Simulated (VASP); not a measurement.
# Pd in VASP: notebook, part 2 of 2

VASP 6.6.1.

## Step 4: Single point, PBE (equal xx and yy strain of +3 %)

INCAR reads:

```
  ALGO = Normal
  EDIFF = 1E-6
  ENCUT = 520
  GGA = PE
  ISIF = 2
  ISMEAR = -1
  LASPH = T
  LCHARG = F
  LREAL = F
  LWAVE = F
  NBANDS = 11
  NELM = 60
  PREC = Accurate
  SIGMA = 0.05
```

KPOINTS reads:

```
k-points
0
Gamma
  18 18 18
```

POSCAR reads:

```
Pd
1.0
    0.0000000000      2.0032470000      1.9449000000
    2.0032470000      0.0000000000      1.9449000000
    2.0032470000      2.0032470000      0.0000000000
Pd
1
Direct
    0.0000000000      0.0000000000      0.0000000000
```

Potentials or basis: VASP PAW PBE potentials, release 64 (Pd).

On the command line:

```sh
cat potpaw_PBE.64/Pd/POTCAR > POTCAR
mpirun -np 1 vasp_std > vasp.out
```

OUTCAR:

```text
EDIFF = 1E-6
   ENCUT = 520
   GGA = PE
   ISIF = 2
   ISMEAR = -1
   LASPH = T
   LREAL = F
   NELM = 60
   PREC = Accurate

 ion  position               nearest neighbor table
   1  0.000  0.000  0.000-

  LATTYP: Found a body centered tetragonal cell.
 ALAT       =     2.8330190762
 C/A-ratio  =     1.3730228761

  Lattice vectors:

 A1 = (   0.0000000000,  -2.0032470000,  -1.9449000000)
 A2 = (   0.0000000000,   2.0032470000,  -1.9449000000)
 A3 = (   2.0032470000,   0.0000000000,   1.9449000000)

Analysis of symmetry for initial positions (statically):
=====================================================================
 Subroutine PRICEL returns:
 Original cell was already a primitive cell.

 Routine SETGRP: Setting up the symmetry group for a
 body centered tetragonal supercell.

 Subroutine GETGRP returns: Found 16 space group operations
 (whereof 16 operations were pure point group operations)
 out of a pool of 16 trial point group operations.

The static configuration has the point symmetry D_4h.

Analysis of symmetry for dynamics (positions and initial velocities):
[... 164 lines left out ...]
 k-point     1 :       0.0000    0.0000    0.0000
  band No.  band energies     occupation
      1       2.1467      2.00000
      2       6.1836      2.00000
      3       6.1836      2.00000
      4       6.4338      2.00000
      5       7.5992      2.00000
      6       7.8538      2.00000
      7      26.0203      0.00000
      8      30.2513      0.00000
      9      30.2513      0.00000
     10      30.8900      0.00000
     11      35.1763      0.00000
[... 309 lines left out ...]
 k-point    24 :      -0.2222    0.0556    0.0000
  band No.  band energies     occupation
      1       3.7884      2.00000
      2       6.0568      2.00000
      3       6.4918      2.00000
      4       6.6719      2.00000
      5       7.5818      2.00000
      6       8.1408      2.00000
      7      23.3736      0.00000
      8      26.9690      0.00000
      9      30.4830      0.00000
     10      32.8112      0.00000
     11      32.9217      0.00000

 [... further k-points ...]

------------------------ aborting loop because EDIFF is reached ----------------------------------------

  FORCE on cell =-STRESS in cart. coord.  units (eV):
  Direction    XX          YY          ZZ          XY          YZ          ZX
  --------------------------------------------------------------------------------------
  -------------------------------------------------------------------------------------
  Total       -0.3513748     -0.3513748     -0.2338074      0.0000000     -0.0000000      0.0000000
  in kB      -36.0649186    -36.0649186    -23.9978618      0.0000000     -0.0000000      0.0000000
  external PRESSURE =     -32.0425664 kB  Pullay stress =       0.0000000 kB

 VOLUME and BASIS-vectors are now :
 -----------------------------------------------------------------------------
  energy-cutoff  :      520.00
  volume of cell :       15.61
      direct lattice vectors                 reciprocal lattice vectors
     0.000000000  2.003247000  1.944900000    -0.249594783  0.249594783  0.257082626
     2.003247000  0.000000000  1.944900000     0.249594783 -0.249594783  0.257082626
     2.003247000  2.003247000  0.000000000     0.249594783  0.249594783 -0.257082626

 POSITION                                       TOTAL-FORCE (eV/Angst)
 -----------------------------------------------------------------------------------
      0.00000      0.00000      0.00000         0.000000     -0.000000     -0.000000
 -----------------------------------------------------------------------------------
    total drift:                               -0.000000      0.000000     -0.000000

  FREE ENERGIE OF THE ION-ELECTRON SYSTEM (eV)
  ---------------------------------------------------
  free  energy   TOTEN  =        -5.2253821505 eV

  energy  without entropy=       -5.2059827580  energy(sigma->0) =       -5.21568245
```

OSZICAR:

```text
N       E                     dE             d eps       ncg     rms          rms(c)
DAV:   1     0.422274195061E+02    0.42227E+02   -0.50912E+03 10592   0.843E+02
DAV:   2    -0.491928100973E+01   -0.47147E+02   -0.45681E+02 11840   0.180E+02
DAV:   3    -0.548672394198E+01   -0.56744E+00   -0.56553E+00 12715   0.212E+01
DAV:   4    -0.548951569219E+01   -0.27918E-02   -0.27914E-02 12593   0.157E+00
DAV:   5    -0.548954937056E+01   -0.33678E-04   -0.33678E-04 13637   0.154E-01    0.659E+00
DAV:   6    -0.523556412444E+01    0.25399E+00   -0.11491E+00 12891   0.853E+00    0.321E+00
DAV:   7    -0.522833979182E+01    0.72243E-02   -0.78134E-03 13194   0.682E-01    0.176E+00
DAV:   8    -0.522537919148E+01    0.29606E-02   -0.91369E-04 13056   0.214E-01    0.518E-02
DAV:   9    -0.522537876596E+01    0.42553E-06   -0.20653E-05 13466   0.392E-02    0.174E-02
DAV:  10    -0.522538262984E+01   -0.38639E-05   -0.26247E-06 12946   0.150E-02    0.428E-03
DAV:  11    -0.522538215053E+01    0.47931E-06   -0.48276E-08  8352   0.245E-03
   1 F= -.52253822E+01 E0= -.52156825E+01  d E =-.193994E-01
```

Run time: 2.1 min. Hardware: 1 thread of Intel Xeon 8259CL, shared host; peak memory 0.21 GiB.

What came out:

* Free energy: -5.2254 eV
* Pressure: -3.2 GPa
* Band gap on the k mesh: zero (bands 5 and 6 overlap by 1.50 eV)

Stress tensor (GPa, compression positive):
```
-3.61  0.00  0.00
 0.00 -3.61  0.00
 0.00  0.00 -2.40
```

Caveat: the cell differs from its parent crystal (equal xx and yy strain of +3 %); the cell stands under tension.

## Step 5: Single point, PBE (equal xy, yz and zx shear strains of -3 %)

INCAR reads:

```
  PREC = Accurate
  ENCUT = 520
  EDIFF = 1E-6
  ISMEAR = -1
  SIGMA = 0.05
  LREAL = F
  LASPH = T
  NELM = 100
  ALGO = Normal
  ISIF = 2
  LWAVE = F
  LCHARG = F
  GGA = PE
  NBANDS = 11
```

KPOINTS reads:

```
regular mesh
0
Gamma
  18 18 18
```

POSCAR reads:

```
Pd
1.0
   -0.0583470000      1.9157265000      1.9157265000
    1.9157265000     -0.0583470000      1.9157265000
    1.9157265000      1.9157265000     -0.0583470000
Pd
1
Direct
    0.0000000000      0.0000000000      0.0000000000
```

On the command line:

```sh
cat potpaw_PBE.64/Pd/POTCAR > POTCAR
mpirun -np 1 vasp_std > vasp.out
```

Wall time 2.2 min (1 thread of Intel Xeon 8259CL, shared host); peak memory 0.2 GiB.

It converged, with:

```
Free energy            : -5.2065 eV
Pressure               : 7.8 GPa
Band gap on the k mesh : zero (bands 5 and 6 overlap by 1.75 eV)
```

Stress tensor (GPa, compression positive):
```
7.79 2.36 2.36
2.36 7.79 2.36
2.36 2.36 7.79
```

Levels at points of the mesh, in eV from the Fermi level:
| k point | band 2 | band 3 | band 4 | band 5 | band 6 | band 7 | band 8 | band 9 |
| --- | --- | --- | --- | --- | --- | --- | --- | --- |
| (0.00, 0.00, 0.00) | -3.03 | -3.03 | -2.57 | -1.21 | -1.21 | 17.15 | 21.51 | 21.51 |
| (0.50, 0.00, 0.00) | -3.16 | -2.62 | -0.18 | 0.05 | 0.88 | 7.14 | 16.68 | 20.93 |
| (0.50, 0.50, 0.00) | -5.14 | -0.09 | 0.26 | 0.34 | 3.36 | 10.82 | 12.65 | 13.83 |
| (0.50, 0.50, 0.50) | -2.96 | -2.96 | 0.05 | 0.05 | 1.43 | 8.02 | 16.15 | 20.45 |

Caveat: the cell differs from its parent crystal (equal xy, yz and zx shear strains of -3 %); the cell stands under pressure.

## Step 6: The runs side by side

| cell | gap on the mesh (eV) | pressure (GPa) |
| --- | --- | --- |
| a = 2.723, b = 2.723, c = 2.695 Å, angles 60.3, 60.3, 59.3°, 1 atom | none | 16.6 |
| a = 2.764, b = 2.764, c = 2.778 Å, angles 59.8, 59.8, 60.3°, 1 atom | none | 3.3 |
| a = 2.792, b = 2.792, c = 2.833 Å, angles 59.5, 59.5, 61.0°, 1 atom | none | -3.2 |
| a = 2.710 Å, angles 62.0°, 1 atom | none | 7.8 |

Alike in all rows: task single point; level PBE; potentials or basis VASP PAW PBE potentials, release 64 (Pd); no spin polarisation; k mesh 18 × 18 × 18; cutoff (eV) 520; smearing fermi-dirac 0.05 eV.

Caveats: the cell stands under pressure (at least some runs); the cell stands under tension (at least some runs).

Total energies depend on the potentials used, so only differences within one code and one set of settings carry meaning.
